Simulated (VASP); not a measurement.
Write the native input for VASP 6.6.1 that does the following.

```yaml
Task: single point
Functional: PBE
Potentials_or_basis: VASP PAW PBE potentials, release 64 (Ru_pv)
Cutoff: 520 eV
k_mesh: 14 × 14 × 8
Occupations: fermi-dirac, width 0.1 eV
Spin: no spin polarisation
Dipole_correction: no
Further_INCAR_settings: ALGO = Normal; EDIFF = 1e-06; NBANDS = 21
```

The structure of Ru lies in POSCAR:

```
Ru
1.0
    2.6505640930      0.0000000000      0.0000000000
   -1.3252820465      2.2954562919      0.0000000000
    0.0000000000      0.0000000000      4.1944897589
Ru
2
Direct
    0.3333333333      0.6666666667      0.2500000000
    0.6666666667      0.3333333333      0.7500000000
```

These files were run (other wordings do the same):

INCAR

```
PREC = Accurate ; ENCUT = 520
EDIFF = 1E-6 ; ISMEAR = -1
SIGMA = 0.1 ; LREAL = False
LASPH = True ; NELM = 60
ALGO = Normal ; ISIF = 2
LWAVE = False ; LCHARG = False
GGA = PE ; NBANDS = 21
```

KPOINTS

```
Automatic mesh
0
Gamma
  14 14 8
```

Potentials or basis: VASP PAW PBE potentials, release 64 (Ru_pv).

The run is started by

```sh
$ cat potpaw_PBE.64/Ru_pv/POTCAR > POTCAR
$ mpirun -np 1 vasp_std > vasp.out
```

It gave:

```
Pressure               : 28.7 GPa
Band gap on the k mesh : zero (band 14 reaches 15.81 eV, above the bottom of band 15 at 12.35 eV)
```

Wall time 19 s on 1 thread of Intel(R) Xeon(R) 6975P-C (Granite Rapids), on a shared host, peak memory 0.17 GiB.
